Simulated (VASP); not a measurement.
Runs of VASP 6.6.1 on Mo. The structure is that of space group Im-3m (No. 229), or close to it. The cells are those of the table. 

```csv
task,cell,k mesh,cutoff (eV),smearing,gap on the mesh (eV),pressure (GPa),relaxed volume (Å³/atom)
relaxation of cell and atoms,"relaxed from a = 2.743 Å, angles 109.5°, 1 atom",8 × 8 × 8,600,gaussian 0.1 eV,none,-0.1,15.15
relaxation of cell and atoms,"relaxed from a = 2.694 Å, angles 109.5°, 1 atom",16 × 16 × 16,600,fermi-dirac 0.15 eV,none,0.0,(b)
single point,"a = 2.695 Å, angles 109.5°, 1 atom",16 × 16 × 16,520,fermi-dirac 0.15 eV,none,1.2,-
single point,"a = 2.695 Å, angles 109.5°, 1 atom",8 × 8 × 8,520,gaussian 0.1 eV,none,1.3,-
single point,"a = 2.743 Å, angles 109.5°, 1 atom",8 × 8 × 8,520,gaussian 0.1 eV,none,-12.6,-
relaxation of cell and atoms,"relaxed from a = 2.695 Å, angles 109.5°, 1 atom",16 × 16 × 16,600,gaussian 0.1 eV,none,0.0,(a)
single point,"a = 2.694 Å, angles 109.5°, 1 atom",16 × 16 × 16,520,gaussian 0.1 eV,none,1.2,-
```

Alike in all rows: level LDA; potentials or basis VASP PAW LDA potentials, release 64 (Mo_sv); no spin polarisation.

**Question.** Fill in the values left out.

**Answer.** (a) 15.11; (b) 15.12.

A k mesh can miss the band edges, and the runs leave out spin-orbit coupling on Mo.

A gap of «none» marks levels without a gap at the run's occupations.
